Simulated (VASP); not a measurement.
A run of VASP 6.6.1:

File POSCAR:

```
Rb
1.0
   -2.8025000000      2.8025000000      2.8025000000
    2.8025000000     -2.8025000000      2.8025000000
    2.8025000000      2.8025000000     -2.8025000000
Rb
1
Direct
    0.0000000000      0.0000000000      0.0000000000
```

File INCAR.step1:

```
PREC = Accurate
ENCUT = 550
ISMEAR = -1
SIGMA = 0.05
LREAL = F
LASPH = T
NELM = 120
NBANDS = 10
GGA = PE
ALGO = Normal
EDIFF = 1E-5
LWAVE = T
LCHARG = F
GGA_COMPAT = F
```

INCAR.step2

```
PREC = Accurate
ENCUT = 550
EDIFF = 1E-6
ISMEAR = -1
SIGMA = 0.05
LREAL = F
LASPH = T
NELM = 120
ALGO = Normal
ISIF = 2
LWAVE = F
LCHARG = F
METAGGA = R2SCAN
LMIXTAU = T
NBANDS = 10
ISTART = 1
GGA_COMPAT = F
```

KPOINTS

```
regular mesh
0
Gamma
  6 6 6
```

Potentials or basis: VASP PAW PBE potentials, release 64 (Rb_sv).

The run is started by

```bash
$ cat potpaw_PBE.64/Rb_sv/POTCAR > POTCAR
$ cp INCAR.step1 INCAR
$ mpirun -np 1 vasp_std > vasp.out
$ cp INCAR.step2 INCAR
$ mpirun -np 1 vasp_std > vasp.out
```

Hardware: 1 thread of AMD EPYC 7R43 64-Core Processor (Zen 3) (shared host).

**Question.** How long does it take, and how much memory?

**Answer.** Run time: 2.1 min on 1 thread of AMD EPYC 7R43 64-Core Processor (Zen 3), with other jobs on the host, peak memory 0.21 GiB. Counts: k points 16.
